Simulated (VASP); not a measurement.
Wanted: the native input for a VASP 6.6.1 run.

- Task: single point
- Functional: PBE
- Potentials or basis: VASP PAW PBE potentials, release 64 (C)
- Cutoff: 520 eV
- k mesh: 12 × 12 × 12
- Occupations: gaussian, width 0.05 eV
- Spin: no spin polarisation
- Dipole correction: no
- Further INCAR settings: ALGO = Normal; EDIFF = 1e-06; NBANDS = 11

The structure of C lies in POSCAR:

```
C
1.0
    0.0000000000      1.7120640000      1.7834000000
    1.7120640000      0.0000000000      1.7834000000
    1.7120640000      1.7120640000      0.0000000000
C
2
Direct
    0.5000000000      0.5000000000      0.5000000000
    0.7500000000      0.7500000000      0.7500000000
```

This cell differs from its parent crystal: strain -0.040 along x and y, +0.000 along z.

These files were run (other wordings do the same):

INCAR

```
SYSTEM = C
PREC = Accurate
ENCUT = 520
EDIFF = 1E-6
ISMEAR = 0
SIGMA = 0.05
LREAL = .False.
LASPH = .True.
NELM = 100
ALGO = Normal
ISIF = 2
LWAVE = .False.
LCHARG = .True.
GGA = PE
LELF = .True.
LVHAR = .True.
NBANDS = 11
```

KPOINTS

```
regular mesh
0
Gamma
  12 12 12
  0 0 0
```

Potentials or basis: VASP PAW PBE potentials, release 64 (C).

The run is started by

```bash
$ cat potpaw_PBE.64/C/POTCAR > POTCAR
$ mpirun -np 1 vasp_std > vasp.out
```

It gave:

The pressure is 44.4 GPa. The band gap on the k mesh is 3.80 eV, indirect (least direct gap 5.43 eV).

Caveat: the cell differs from its parent crystal (strain -0.040 along x and y, +0.000 along z).

It took 11 s on 1 thread of Intel Xeon 6975P-C (shared host), peak memory 0.12 GiB.
